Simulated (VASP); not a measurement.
Write the native input for VASP 6.6.1 that does the following.

```
Task                   : single point
Functional             : PBEsol
Dispersion             : D3(BJ)
Potentials or basis    : VASP PAW PBE potentials, release 64 (Ru_pv)
Cutoff                 : 520 eV
k mesh                 : 14 × 14 × 8
Occupations            : fermi-dirac, width 0.05 eV
Spin                   : no spin polarisation
Hubbard terms          : Ru d U = 3.0 eV
Dipole correction      : no
Further INCAR settings : ALGO = Normal; EDIFF = 1e-06; NBANDS = 21
```

The structure of Ru lies in POSCAR:

```
Ru
1.0
    2.6664192208      0.0000000000      0.0000000000
   -1.3332096104      2.3091867823      0.0000000000
    0.0000000000      0.0000000000      4.2102068609
Ru
2
Direct
    0.3333333333      0.6666666667      0.2500000000
    0.6666666667      0.3333333333      0.7500000000
```

The input as run:

INCAR

```
SYSTEM = Ru
PREC = Accurate
ENCUT = 520
EDIFF = 1E-6
ISMEAR = -1
SIGMA = 0.05
LREAL = .FALSE.
LASPH = .TRUE.
NELM = 150
ALGO = Normal
ISIF = 2
LWAVE = .FALSE.
LCHARG = .FALSE.
LMAXMIX = 4
LDAU = .TRUE.
LDAUTYPE = 2
LDAUL = 2
LDAUU = 3
LDAUJ = 0
LDAUPRINT = 1
GGA = PS
IVDW = 12
NBANDS = 21
```

KPOINTS

```
Automatic mesh
0
G
  14 14 8
  0 0 0
```

Potentials or basis: VASP PAW PBE potentials, release 64 (Ru_pv).

Command:

```bash
$ cat potpaw_PBE.64/Ru_pv/POTCAR > POTCAR
$ mpirun -np 1 vasp_std > vasp.out
```

It gave:

```yaml
Pressure: -2.9 GPa
Band_gap_on_the_k_mesh: zero (band 14 reaches 15.06 eV, above the bottom of band 15 at 11.65 eV)
Dispersion_energy_per_atom: -0.623 eV
```

Caveat: the PAW data sets were made with another functional, which shifts forces and pressure a little; U without spin polarisation on a metal has little footing; pairwise dispersion overbinds metals, which lowers pressure and volume; the U is typed as a test and isn't derived for this compound.

Wall time 26 s on 1 thread of Intel(R) Xeon(R) Platinum 8488C (Sapphire Rapids), with other jobs on the host, peak memory 0.18 GiB.
